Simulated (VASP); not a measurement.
Ni: single point with PBE

The system is Ni.

```
Ni
1.0
    -1.76805   -3.53610   -1.76805
    -1.76805    0.00000   -1.76805
     1.76805    0.00000   -1.76805
Ni
2
Direct
  0.00000 0.00000 0.00000
  0.50000 0.00000 0.50000
```

```yaml
Program: VASP 6.6.1
Task: single point
Functional: PBE
Potentials_or_basis: VASP PAW PBE potentials, release 64 (Ni)
Cutoff: 520 eV
k_mesh: 8 × 13 × 10
Occupations: fermi-dirac, width 0.05 eV
Spin: collinear spin
Starting_moments: "[0.06, 0.06] μB"
Dipole_correction: no
Further_INCAR_settings: ALGO = Normal; EDIFF = 1e-06; NBANDS = 21; ISYM = 0
```

- Pressure: -2.7 GPa
- Net moment: 1.31 μB per cell
- Site moments: Ni +0.67 μB
- Valence electrons inside the program's atomic spheres: Ni 9.28

Stress tensor (GPa, compression positive):
```
-2.76  0.01 -0.19
 0.01 -2.66  0.01
-0.19  0.01 -2.76
```

Levels at points of the mesh, in eV from the Fermi level:
Spin up:
```tsv
k point	band 9	band 10	band 11	band 12	band 13	band 14
(0.00, 0.00, 0.00)	-0.57	-0.51	-0.50	2.44	9.07	14.67
(0.50, 0.00, 0.00)	-1.60	-1.60	-0.92	-0.92	19.05	19.05
(0.00, 0.00, 0.50)	-1.40	-1.40	0.91	0.91	11.38	11.38
(0.50, 0.00, 0.50)	-0.63	-0.63	-0.27	-0.27	5.54	5.54
```
Spin down:
| k point | band 7 | band 8 | band 9 | band 10 | band 11 | band 12 | band 13 | band 14 |
| --- | --- | --- | --- | --- | --- | --- | --- | --- |
| (0.00, 0.00, 0.00) | -0.66 | -0.65 | 0.06 | 0.38 | 0.39 | 2.40 | 9.32 | 14.68 |
| (0.50, 0.00, 0.00) | -0.78 | -0.78 | -0.78 | -0.78 | -0.30 | -0.30 | 19.13 | 19.13 |
| (0.00, 0.00, 0.50) | -1.11 | -1.11 | -0.56 | -0.56 | 1.51 | 1.51 | 11.57 | 11.57 |
| (0.50, 0.00, 0.50) | -0.33 | -0.33 | 0.15 | 0.15 | 0.16 | 0.16 | 5.98 | 5.98 |

Run time: 3.9 min on 1 thread of Intel(R) Xeon(R) Platinum 8488C (Sapphire Rapids) (shared host), peak memory 0.41 GiB.
